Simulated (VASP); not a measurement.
# Al3P2 (R-3m) in VASP: a series of runs, part 2 of 2

VASP 6.6.1.

**3. Single point, PBE**

This run uses another cell than the first one, of 17.34 Å³/atom.

INCAR reads:

```
  PREC = Accurate
  ENCUT = 520
  EDIFF = 1E-6
  ISMEAR = 0
  SIGMA = 0.1
  LREAL = F
  LASPH = T
  NELM = 100
  ALGO = Normal
  ISIF = 2
  LWAVE = F
  LCHARG = T
  GGA = PE
  LELF = T
  LVHAR = T
  NBANDS = 18
```

KPOINTS reads:

```
regular mesh
0
Gamma
  6 6 6
```

POSCAR reads:

```
Al3P2
1.0
    1.8048129707      1.0420092561      7.6847190657
   -1.8048129707      1.0420092561      7.6847190657
    0.0000000000     -2.0840185074      7.6847190663
Al P
3 2
Direct
    0.0000000000      0.0000000000      0.0000000000
    0.2108983760      0.2108983760      0.2108983760
    0.7891016240      0.7891016240      0.7891016240
    0.3974407074      0.3974407074      0.3974407074
    0.6025592926      0.6025592926      0.6025592926
```

Potentials or basis: VASP PAW PBE potentials, release 64 (Al, P).

The run is started by

```console
> cat potpaw_PBE.64/Al/POTCAR potpaw_PBE.64/P/POTCAR > POTCAR
> mpirun -np 1 vasp_std > vasp.out
```

OUTCAR:

```text
PREC = Accurate
   ENCUT = 520
   EDIFF = 1E-6
   ISMEAR = 0
   LREAL = F
   LASPH = T
   NELM = 100
   ISIF = 2
   GGA = PE

 ion  position               nearest neighbor table
   1  0.000  0.000  0.000-   5 2.55   5 2.55   4 2.55   4 2.55   5 2.55   4 2.55
   2  0.211  0.211  0.211-   5 2.48   5 2.48   5 2.48   3 2.92   3 2.92   3 2.92
   3  0.789  0.789  0.789-   4 2.48   4 2.48   4 2.48   2 2.92   2 2.92   2 2.92
   4  0.397  0.397  0.397-   3 2.48   3 2.48   3 2.48   1 2.55   1 2.55   1 2.55
   5  0.603  0.603  0.603-   2 2.48   2 2.48   2 2.48   1 2.55   1 2.55   1 2.55

  LATTYP: Found a trigonal (rhomboedric) cell.
 ALAT       =     7.9622886325
 COS(alpha) =     0.8972413076

  Lattice vectors:

 A1 = (   1.8048129707,   1.0420092561,   7.6847190657)
 A2 = (  -1.8048129707,   1.0420092561,   7.6847190657)
 A3 = (   0.0000000000,  -2.0840185074,   7.6847190663)

Analysis of symmetry for initial positions (statically):
=====================================================================
 Subroutine PRICEL returns:
 Original cell was already a primitive cell.

 Routine SETGRP: Setting up the symmetry group for a
 trigonal (rhombohedral) supercell.

 Subroutine GETGRP returns: Found 12 space group operations
 (whereof 12 operations were pure point group operations)
 out of a pool of 12 trial point group operations.

The static configuration has the point symmetry D_3d.

Analysis of symmetry for dynamics (positions and initial velocities):
=====================================================================
 Subroutine PRICEL returns:
 Original cell was already a primitive cell.

 Routine SETGRP: Setting up the symmetry group for a
 trigonal (rhombohedral) supercell.

 Subroutine GETGRP returns: Found 12 space group operations
 (whereof 12 operations were pure point group operations)
 out of a pool of 12 trial point group operations.

The dynamic configuration has the point symmetry D_3d.

 Subroutine INISYM returns: Found 12 space group operations
 (whereof 12 operations are pure point group operations),
 and found     1 'primitive' translations

----------------------------------------------------------------------------------------

                                     Primitive cell

  volume of cell :      86.7128

  direct lattice vectors                    reciprocal lattice vectors
     1.804812971  1.042009256  7.684719066     0.277037016  0.159947396  0.043376125
    -1.804812971  1.042009256  7.684719066    -0.277037016  0.159947396  0.043376125
     0.000000000 -2.084018507  7.684719066     0.000000000 -0.319894792  0.043376125

  length of vectors
     7.962288633  7.962288633  7.962288632     0.322822189  0.322822189  0.322822189

  position of ions in fractional coordinates (direct lattice)
     0.000000000  0.000000000  0.000000000
     0.210898376  0.210898376  0.210898376
     0.789101624  0.789101624  0.789101624
     0.397440707  0.397440707  0.397440707
     0.602559293  0.602559293  0.602559293

  ion indices of the primitive-cell ions
   primitive index   ion index
                 1           1
                 2           2
                 3           3
                 4           4
                 5           5

----------------------------------------------------------------------------------------

 KPOINTS: regular mesh

Automatic generation of k-mesh.
 Grid dimensions read from file:
 generate k-points for:    6    6    6

 Generating k-lattice:

  Cartesian coordinates                     Fractional coordinates (reciprocal lattice)
     0.046172836  0.026657899  0.007229354     0.166666667  0.000000000  0.000000000
    -0.046172836  0.026657899  0.007229354     0.000000000  0.166666667  0.000000000
     0.000000000 -0.053315799  0.007229354     0.000000000  0.000000000  0.166666667

  Length of vectors
     0.053803698  0.053803698  0.053803698

  Shift w.r.t. Gamma in fractional coordinates (k-lattice)
     0.000000000  0.000000000  0.000000000

 Subroutine IBZKPT returns following result:
 ===========================================

 Found     32 irreducible k-points:

 Following reciprocal coordinates:
            Coordinates               Weight
  0.000000  0.000000  0.000000      1.000000
  0.166667  0.000000  0.000000      6.000000
  0.333333  0.000000  0.000000      6.000000
  0.500000 -0.000000  0.000000      3.000000
  0.166667  0.166667  0.000000      6.000000
  0.333333  0.166667  0.000000     12.000000
[... 16 lines left out ...]
  0.500000  0.500000  0.166667      6.000000
 -0.333333  0.500000  0.166667     12.000000
 [... further k-points ...]
   k-points           NKPTS =     32   k-points in BZ     NKDIM =     32   number of bands    NBANDS=     18
   number of dos      NEDOS =    301   number of ions     NIONS =      5
   total plane-waves  NPLWV = 216000
   dimension x,y,z NGX =    60 NGY =   60 NGZ =   60
   dimension x,y,z NGXF=   120 NGYF=  120 NGZF=  120
   ions per type =               3   2
   NGX,Y,Z   is equivalent  to a cutoff of  12.53, 12.53, 12.53 a.u.
   NGXF,Y,Z  is equivalent  to a cutoff of  25.05, 25.05, 25.05 a.u.
 SYSTEM =  unknown system
   PREC   = accura    normal or accurate (medium, high low for compatibility)
   ISTART =      0    job   : 0-new  1-cont  2-samecut
   ICHARG =      2    charge: 1-file 2-atom 10-const
   ISPIN  =      1    spin polarized calculation?
   LNONCOLLINEAR =      F non collinear calculations
   LSORBIT =      F    spin-orbit coupling
   LASPH  =      T    aspherical Exc in radial PAW
   ENCUT  =  520.0 eV  38.22 Ry    6.18 a.u.  14.80 14.80 14.80*2*pi/ulx,y,z
   NELM   =    100;   NELMIN=  2; NELMDL= -5     # of ELM steps
   EDIFF  = 0.1E-05   stopping-criterion for ELM
   LREAL  =      F    real-space projection
   EDIFFG = 0.1E-04   stopping-criterion for IOM
   NSW    =      0    number of steps for IOM
   IBRION =     -1    ionic relax: 0-MD 1-quasi-New 2-CG
   NFREE  =      0    steps in history (QN), initial steepest desc. (CG)
   ISIF   =      2    stress and relaxation
   ISYM   =      2    0-nonsym 1-usesym 2-fastsym
   POTIM  = 0.5000    time-step for ionic-motion
   TEBEG  =    0.0;   TEEND  =   0.0 temperature during run
   PSTRESS=    0.0 pullay stress
   NELECT =      19.0000    total number of electrons
   NUPDOWN=      -1.0000    fix difference up-down
   EMIN   =  10.00;   EMAX   =-10.00  energy-range for DOS
   EFERMI =   0.00;   METHOD = LEGACY
   ISMEAR =     0;   SIGMA  =   0.10  broadening in eV -4-tet -1-fermi 0-gaus
   EFERMI_NEDOS =   21; number of points for ismear=-14 and -15
   IALGO  =     38    algorithm
   IMIX   =      4    mixing-type and parameters
     AMIX     =   0.40;   BMIX     =  1.00
     AMIX_MAG =   1.60;   BMIX_MAG =  1.00
  volume/ion in A,a.u.               =      17.34       117.03
  Fermi-wavevector in a.u.,A,eV,Ry     =   0.986957  1.865079 13.253227  0.974085
  Thomas-Fermi vector in A             =   2.118376
   LORBIT       =      0    0 simple, 1 ext, 2 COOP (PROOUT), +10 PAW based schemes
   GGA     = PE    functional components
   LHFCALC =     F    Hartree Fock is set to
   AEXX    =    0.0000 exact exchange contribution
   IVDW    =     0    specifies the selected vdW correction
   LEPSILON=     F    determine dielectric tensor
   LRPA    =     F    only Hartree local field effects (RPA)
 non-spin polarized calculation
 Gauss-broadening in eV      SIGMA  =   0.10
  energy-cutoff  :      520.00
  volume of cell :       86.71
 maximum number of plane-waves:      2356
   NGX = 29   NGY = 29   NGZ = 29

 number of electron      19.0000000 magnetization

 Free energy of the ion-electron system (eV)
  ---------------------------------------------------
  ext. energy  EPLUGINS =         0.00000000
  ---------------------------------------------------
  free energy    TOTEN  =       -23.19311349 eV

  energy without entropy =      -23.18497789  energy(sigma->0) =      -23.18904569

 E-fermi :   7.2243     XC(G=0): -10.1079

 val. band max:        7.1117674463   @ k =  -0.3333   0.3333   0.1667
 cond. band min:       7.2626962214   @ k =   0.5000   0.3333   0.0000
 fundamental gap:      0.1509287751
 Fermi energy:         7.2242810342

 k-point     1 :       0.0000    0.0000    0.0000
  band No.  band energies     occupation
      1      -5.9430      2.00000
      2      -4.5718      2.00000
      3      -0.9477      2.00000
      4       4.0820      2.00000
      5       4.3749      2.00000
      6       6.4318      2.00000
[... 481 lines left out ...]
      5       2.5652      2.00000
      6       3.1300      2.00000
[... 10 lines left out ...]
     17      13.3978      0.00000
     18      14.2679      0.00000

 [... further k-points ...]
[... 5 lines left out ...]
  --------------------------------------------------------------------------------------
  -------------------------------------------------------------------------------------
  Total        0.0266016      0.0266016     -0.0708899      0.0000000     -0.0000000      0.0000000
  in kB        0.4915125      0.4915125     -1.3098207      0.0000000     -0.0000000      0.0000000
  external PRESSURE =      -0.1089319 kB  Pullay stress =       0.0000000 kB

 VOLUME and BASIS-vectors are now :
 -----------------------------------------------------------------------------
  energy-cutoff  :      520.00
  volume of cell :       86.71
      direct lattice vectors                 reciprocal lattice vectors
     1.804812971  1.042009256  7.684719066     0.277037016  0.159947396  0.043376125
    -1.804812971  1.042009256  7.684719066    -0.277037016  0.159947396  0.043376125
     0.000000000 -2.084018507  7.684719066     0.000000000 -0.319894792  0.043376125

 POSITION                                       TOTAL-FORCE (eV/Angst)
 -----------------------------------------------------------------------------------
      0.00000      0.00000      0.00000        -0.000000      0.000000      0.000000
      0.00000      0.00000      4.86208         0.000000      0.000000      0.004201
      0.00000      0.00000     18.19207         0.000000     -0.000000     -0.004201
      0.00000      0.00000      9.16266         0.000000      0.000000      0.002548
      0.00000      0.00000     13.89150         0.000000     -0.000000     -0.002548
 -----------------------------------------------------------------------------------
    total drift:                               -0.000000      0.000000     -0.000000

  FREE ENERGIE OF THE ION-ELECTRON SYSTEM (eV)
  ---------------------------------------------------
  free  energy   TOTEN  =       -23.1931134868 eV

  energy  without entropy=      -23.1849778925  energy(sigma->0) =      -23.18904569
```

OSZICAR:

```text
N       E                     dE             d eps       ncg     rms          rms(c)
DAV:   1     0.385922226593E+02    0.38592E+02   -0.67066E+03  1152   0.819E+02
DAV:   2    -0.204761006049E+02   -0.59068E+02   -0.55865E+02  1544   0.134E+02
DAV:   3    -0.236574060609E+02   -0.31813E+01   -0.31544E+01  1546   0.288E+01
DAV:   4    -0.236906477393E+02   -0.33242E-01   -0.33222E-01  1382   0.357E+00
DAV:   5    -0.236911629405E+02   -0.51520E-03   -0.51515E-03  1572   0.448E-01    0.624E+00
DAV:   6    -0.232247543735E+02    0.46641E+00   -0.82042E-01  1324   0.394E+00    0.378E+00
DAV:   7    -0.231942590403E+02    0.30495E-01   -0.33229E-01  1434   0.248E+00    0.176E+00
DAV:   8    -0.231930795500E+02    0.11795E-02   -0.18071E-02  1384   0.694E-01    0.351E-01
DAV:   9    -0.231930748308E+02    0.47193E-05   -0.23659E-03  1476   0.228E-01    0.164E-01
DAV:  10    -0.231930892835E+02   -0.14453E-04   -0.97753E-05  1460   0.526E-02    0.729E-02
DAV:  11    -0.231931140805E+02   -0.24797E-04   -0.45072E-05  1272   0.401E-02    0.132E-02
DAV:  12    -0.231931134868E+02    0.59368E-06   -0.20416E-06  1388   0.760E-03
   1 F= -.23193113E+02 E0= -.23189046E+02  d E =-.813559E-02
```

stdout:

```text
POSCAR found type information on POSCAR AlP
 POSCAR found :  2 types and       5 ions
 scaLAPACK will be used
 LDA part: xc-table for (Slater+PW92), standard interpolation
 POSCAR, INCAR and KPOINTS ok, starting setup
 FFT: planning ... GRIDC
 FFT: planning ... GRID_SOFT
 FFT: planning ... GRID
 WAVECAR not read
 entering main loop
```

Wall time 2.8 min (1 thread of Intel Xeon Platinum 8488C (Sapphire Rapids), shared host); peak memory 0.46 GiB.

Results:

| Item | Value |
| --- | --- |
| Free energy | -23.1931 eV |
| Pressure | 0.0 GPa |
| Largest force | 0.004 eV/Å |
| Band gap on the k mesh | zero (an odd number of electrons rules out a gap without spin polarisation) |

Forces on the atoms (eV/Å):
```
Al   0.000  0.000  0.000
Al   0.000  0.000  0.004
Al   0.000  0.000 -0.004
P    0.000  0.000  0.003
P    0.000  0.000 -0.003
```

**4. Relaxation of cell and atoms, PBE**

INCAR reads:

```
SYSTEM = Al3P2
ALGO = Normal ; EDIFF = 1E-7
EDIFFG = -0.04 ; ENCUT = 600
GGA = PE ; IBRION = 2
ISIF = 3 ; ISMEAR = 0
LASPH = .True. ; LCHARG = .False.
LREAL = .False. ; LWAVE = .False.
NELM = 80 ; NSW = 90
PREC = Accurate ; SIGMA = 0.1
```

KPOINTS reads:

```
k-points
0
Gamma
  6 6 6
  0 0 0
```

POSCAR reads:

```
Al3P2
1.0
    1.7392064400      1.0041313100      8.0141464900
   -1.7392064400      1.0041313100      8.0141464900
    0.0000000000     -2.0082626100      8.0141464900
Al P
3 2
Direct
    0.0000000000      0.0000000000      0.0000000000
    0.2117000100      0.2117000100      0.2117000100
    0.7882999900      0.7882999900      0.7882999900
    0.4007999900      0.4007999900      0.4007999900
    0.5992000100      0.5992000100      0.5992000100
```

The run is started by

```console
> cat potpaw_PBE.64/Al/POTCAR potpaw_PBE.64/P/POTCAR > POTCAR
> mpirun -np 1 vasp_std > vasp.out
```

It took 25 min on 1 thread of Intel Xeon Platinum 8488C (Sapphire Rapids), shared host; peak memory 0.7 GiB.

The run converged. Its results:

| Item | Value |
| --- | --- |
| Free energy | -23.1933 eV |
| Relaxed volume | 17.32 Å³/atom |
| Relaxed cell | a = 7.942 Å, b = 7.942 Å, c = 7.942 Å, α = 26.29°, β = 26.29°, γ = 26.29° |
| Space group after relaxing (to 0.1 Å) | R-3m (No. 166) |
| Energy gained by relaxing | 48.4 meV/atom |
| Ionic steps | 8 |
| Pressure after relaxing | 0.1 GPa |
| Largest force after relaxing | 0.026 eV/Å |
| Band gap on the k mesh | zero (an odd number of electrons rules out a gap without spin polarisation) |

Forces in eV/Å, atoms in the order of the input:
```
Al   0.000  0.000  0.000
Al   0.000  0.000  0.026
Al   0.000  0.000 -0.026
P    0.000  0.000  0.000
P    0.000  0.000  0.000
```

Stress tensor (GPa, compression positive):
```
0.02 0.00 0.00
0.00 0.02 0.00
0.00 0.00 0.18
```

The path:
```csv
step,energy change (eV),largest force (eV/Å),pressure (GPa),volume (Å³)
1,0.0000,0.8345,4.11,83.98
2,-0.1926,0.2643,-2.23,89.25
3,-0.1927,0.2562,-2.33,89.34
4,-0.2397,0.1249,-0.36,87.11
5,-0.2406,0.1009,-0.04,86.77
6,-0.2406,0.0971,0.01,86.72
7,-0.2417,0.0545,0.03,86.65
8,-0.2422,0.0256,0.07,86.58
```

Final structure:
```xyz
5
Lattice="1.8059 1.0427 7.6631 -1.8059 1.0427 7.6631 0.0000 -2.0853 7.6631" Properties=species:S:1:pos:R:3 pbc="T T T"
Al    0.0000    0.0000    0.0000
Al    0.0000    0.0000    4.8444
Al    0.0000    0.0000   18.1450
P     0.0000    0.0000    9.1388
P     0.0000    0.0000   13.8506
```

Levels at points of the mesh, in eV from the Fermi level:
```
           k point  band 6  band 7  band 8  band 9  band 10  band 11  band 12  band 13
(0.00, 0.00, 0.00)   -0.81   -0.81   -0.60   -0.60     3.03     3.23     3.23     3.44
(0.50, 0.00, 0.00)   -4.07   -2.73   -1.95   -1.89    -0.34     0.20     1.17     3.66
(0.50, 0.50, 0.00)   -3.84   -2.85   -2.24   -1.71    -1.56     1.15     1.72     1.88
(0.50, 0.50, 0.50)   -0.89   -0.50   -0.50    0.12     2.80     2.89     2.95     2.95
```

**5. Overview**

```csv
task,cell,cutoff (eV),gap on the mesh (eV),pressure (GPa),largest force (eV/Å)
single point,"a = 8.262 Å, angles 24.3°, 5 atoms, atomic positions A",520,none,4.1,0.83
single point,"a = 7.962 Å, angles 26.2°, 5 atoms, atomic positions B",520,none,0.0,-
relaxation of cell and atoms,"relaxed from a = 8.262 Å, angles 24.3°, 5 atoms, atomic positions A",600,none,0.1,0.03
```

Alike in all rows: level PBE; potentials or basis VASP PAW PBE potentials, release 64 (Al, P); no spin polarisation; k mesh 6 × 6 × 6; smearing gaussian 0.1 eV.

Caveats: the cell stands under pressure (at least some runs).

Total energies depend on the potentials used, so only differences within one code and one set of settings carry meaning.
